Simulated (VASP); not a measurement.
# ZnS in VASP: notebook, part 2 of 2

VASP 6.6.1. The steps go on from the part before.

## Step 4: Single point, PBEsol

INCAR reads:

```
SYSTEM = ZnS
  PREC = Accurate
  ENCUT = 520
  EDIFF = 1E-6
  ISMEAR = 0
  SIGMA = 0.01
  LREAL = .False.
  LASPH = .True.
  NELM = 80
  ALGO = Normal
  ISIF = 2
  LWAVE = .False.
  LCHARG = .False.
  GGA = PS
  NBANDS = 16
```

KPOINTS reads:

```
Automatic mesh
0
Gamma
  8 8 8
  0 0 0
```

POSCAR reads:

```
ZnS
1.0
    0.0000000000      2.6777696447      2.6777696447
    2.6777696447      0.0000000000      2.6777696447
    2.6777696447      2.6777696447      0.0000000000
Zn S
1 1
Direct
    0.7500000000      0.7500000000      0.7500000000
    0.0000000000      0.0000000000      0.0000000000
```

Potentials or basis: VASP PAW PBE potentials, release 64 (Zn, S).

Run with:

```sh
$ cat potpaw_PBE.64/Zn/POTCAR potpaw_PBE.64/S/POTCAR > POTCAR
$ mpirun -np 1 vasp_std > vasp.out
```

OUTCAR:

```text
SYSTEM = ZnS
   PREC = Accurate
   ENCUT = 520
   EDIFF = 1E-6
   ISMEAR = 0
   LREAL = .False.
   LASPH = .True.
   NELM = 80
   ISIF = 2
   GGA = PS

 ion  position               nearest neighbor table
   1  0.750  0.750  0.750-   2 2.32   2 2.32   2 2.32   2 2.32
   2  0.000  0.000  0.000-   1 2.32   1 2.32   1 2.32   1 2.32

  LATTYP: Found a face centered cubic cell.
 ALAT       =     5.3555392894

  Lattice vectors:

 A1 = (   0.0000000000,   2.6777696447,   2.6777696447)
 A2 = (   2.6777696447,   0.0000000000,   2.6777696447)
 A3 = (   2.6777696447,   2.6777696447,   0.0000000000)

Analysis of symmetry for initial positions (statically):
=====================================================================
 Subroutine PRICEL returns:
 Original cell was already a primitive cell.

 Routine SETGRP: Setting up the symmetry group for a
 face centered cubic supercell.

 Subroutine GETGRP returns: Found 24 space group operations
 (whereof 24 operations were pure point group operations)
 out of a pool of 48 trial point group operations.

[... 156 lines left out ...]
  ext. energy  EPLUGINS =         0.00000000
  ---------------------------------------------------
  free energy    TOTEN  =        -7.58857421 eV

  energy without entropy =       -7.58857421  energy(sigma->0) =       -7.58857421

 E-fermi :   2.3213     XC(G=0):  -9.9772

 val. band max:        2.2696725877   @ k =   0.0000   0.0000   0.0000
 cond. band min:       4.3646506634   @ k =   0.0000   0.0000   0.0000
 fundamental gap:      2.0949780757
 Fermi energy:         2.3213058309

 k-point     1 :       0.0000    0.0000    0.0000
  band No.  band energies     occupation
      1     -11.0789      2.00000
      2      -4.2155      2.00000
      3      -4.2155      2.00000
      4      -4.2155      2.00000
      5      -3.6838      2.00000
      6      -3.6838      2.00000
[... 433 lines left out ...]
      3      -4.0219      2.00000
      4      -3.7512      2.00000
      5      -3.6716      2.00000
      6      -3.3991      2.00000
[... 8 lines left out ...]
     15      15.7229      0.00000
     16      16.6080      0.00000

 [... further k-points ...]
[... 5 lines left out ...]
  --------------------------------------------------------------------------------------
  -------------------------------------------------------------------------------------
  Total        0.0579271      0.0579271      0.0579271      0.0000000      0.0000000     -0.0000000
  in kB        2.4168131      2.4168131      2.4168131      0.0000000      0.0000000     -0.0000000
  external PRESSURE =       2.4168131 kB  Pullay stress =       0.0000000 kB

 VOLUME and BASIS-vectors are now :
 -----------------------------------------------------------------------------
  energy-cutoff  :      520.00
  volume of cell :       38.40
      direct lattice vectors                 reciprocal lattice vectors
     0.000000000  2.677769645  2.677769645    -0.186722559  0.186722559  0.186722559
     2.677769645  0.000000000  2.677769645     0.186722559 -0.186722559  0.186722559
     2.677769645  2.677769645  0.000000000     0.186722559  0.186722559 -0.186722559

 POSITION                                       TOTAL-FORCE (eV/Angst)
 -----------------------------------------------------------------------------------
      4.01665      4.01665      4.01665         0.000000      0.000000      0.000000
      0.00000      0.00000      0.00000        -0.000000     -0.000000     -0.000000
 -----------------------------------------------------------------------------------
    total drift:                                0.000002      0.000002      0.000002

  FREE ENERGIE OF THE ION-ELECTRON SYSTEM (eV)
  ---------------------------------------------------
  free  energy   TOTEN  =        -7.5885742051 eV

  energy  without entropy=       -7.5885742051  energy(sigma->0) =       -7.58857421
```

stdout:

```text
POSCAR found type information on POSCAR ZnS
 POSCAR found :  2 types and       2 ions
 scaLAPACK will be used
 -----------------------------------------------------------------------------
|                                                                             |
|                                                                             |
|     You enforced a specific xc type in the INCAR file but a different       |
|     I HOPE YOU KNOW WHAT YOU ARE DOING!                                     |
|                                                                             |
 -----------------------------------------------------------------------------

 LDA part: xc-table for (Slater+PW92), standard interpolation
 POSCAR, INCAR and KPOINTS ok, starting setup
 FFT: planning ... GRIDC
 FFT: planning ... GRID_SOFT
 FFT: planning ... GRID
 WAVECAR not read
 entering main loop
```

It took 22 s on 1 thread of Intel Xeon 8259CL, shared host; peak memory 0.16 GiB.

Results:

| Item | Value |
| --- | --- |
| Free energy | -7.5886 eV |
| Pressure | 0.2 GPa |
| Band gap on the k mesh | 2.10 eV, direct |

Levels at points of the mesh, in eV from the valence-band top:
```
           k point  band 7  band 8  band 9  band 10  band 11  band 12
(0.00, 0.00, 0.00)    0.00    0.00    0.00     2.10     6.29     6.29
(0.50, 0.00, 0.00)   -5.54   -0.92   -0.92     3.25     6.82     6.82
(0.50, 0.50, 0.00)   -4.71   -2.35   -2.35     3.18     3.96    11.03
```

Caveat: the PAW data sets were made with another functional, which shifts forces and pressure a little.

## Step 5: Summary

```tsv
task	cell	gap on the mesh (eV)	pressure (GPa)
relaxation of the atoms	atoms relaxed from a = 3.777 Å, angles 60.3°, 2 atoms	2.07	0.2
relaxation of the atoms	atoms relaxed from a = 3.796 Å, angles 59.7°, 2 atoms	2.08	0.2
single point	a = 3.787 Å, angles 60.0°, 2 atoms	2.10	0.2
```

Alike in all rows: level PBEsol; potentials or basis VASP PAW PBE potentials, release 64 (Zn, S); no spin polarisation; k mesh 8 × 8 × 8; cutoff (eV) 520; smearing gaussian 0.01 eV.

Caveats: the PAW data sets were made with another functional, which shifts forces and pressure a little.

Total energies depend on the potentials used, so only differences within one code and one set of settings carry meaning.

## Step 6: Against experiment

Step 4. Against the measured gap of ZnS, 3.85 eV (direct; 19 K; quoted in “Electronic, vibrational, and thermodynamic properties of ZnS (zincblende and rocksalt structure)”, 2009, arxiv:0911.5022), the calculated 2.10 eV is off by -1.75 eV. The value is that of PBEsol, without temperature or zero-point motion. Semilocal functionals fall short of measured gaps as a rule.
